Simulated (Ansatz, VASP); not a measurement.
## Li2Se in VASP and in Ansatz

File INCAR:

```
SYSTEM = Li2Se
ALGO = Normal
EDIFF = 1E-6
ENCUT = 750
GGA = PE
GGA_COMPAT = .FALSE.
ISIF = 2
ISMEAR = -1
LASPH = .TRUE.
LCHARG = .FALSE.
LREAL = .FALSE.
LWAVE = .FALSE.
NBANDS = 13
NELM = 120
PREC = Accurate
SIGMA = 0.02
```

The input KPOINTS:

```
k-points
0
G
  8 8 8
  0 0 0
```

File POSCAR:

```
Li2Se
1.0
    0.0000000000      2.9186830317      2.9186830317
    2.9186830317      0.0000000000      2.9186830317
    2.9186830317      2.9186830317      0.0000000000
Se Li
1 2
Direct
    0.0000000000      0.0000000000      0.0000000000
    0.2500000000      0.2500000000      0.2500000000
    0.7500000000      0.7500000000      0.7500000000
```

Input for Ansatz:

```yaml
crystal:
  lattice:
    - [0.0, 2.9186830317, 2.9186830317]
    - [2.9186830317, 0.0, 2.9186830317]
    - [2.9186830317, 2.9186830317, 0.0]
  atoms:
    - { symbol: Se, position: [0.0, 0.0, 0.0] }
    - { symbol: Li, position: [0.25, 0.25, 0.25] }
    - { symbol: Li, position: [0.75, 0.75, 0.75] }
kpoints:
  mp_grid: { grid: [8, 8, 8] }
  band_path:
    path:
      - [0.0, 0.0, 0.0]
      - [0.5, 0.0, 0.5]
      - [0.625, 0.25, 0.625]
      - [0.375, 0.375, 0.75]
      - [0.5, 0.5, 0.5]
      - [0.5, 0.25, 0.75]
    npoints: 1
hamiltonian:
  xc: pbe
scf:
  occupations: { method: fermi_dirac, width: 0.02 }
  n_extra_bands: 4
output:
  forces: true
  stress: true
  eigenvalues: true
```

Change from the starting cell: hydrostatic strain -2.5%.

Alike in both runs: task single point; functional PBE; k mesh 8 × 8 × 8; occupations fermi-dirac, width 0.02 eV; no spin polarisation.

```csv
,VASP,Ansatz
version,VASP 6.6.1,Ansatz 0.2.0
potentials or method,"VASP PAW PBE potentials, release 64 (Se, Li_sv)","plane waves, PAW"
plane-wave cutoff (eV),750,420
valence electrons in the cell,12,22
```

```csv
,VASP,Ansatz,Ansatz less VASP
gap on the k mesh at the Fermi level (eV),2.90,2.90,+0.007
pressure (GPa),3.3,3.4,+0.07
```

With one functional, cell and mesh, what is left measures potentials, basis and numerics. VASP's potentials hold 12 valence electrons a cell and Ansatz's 22, so a difference there can come from the potentials and not from the codes.
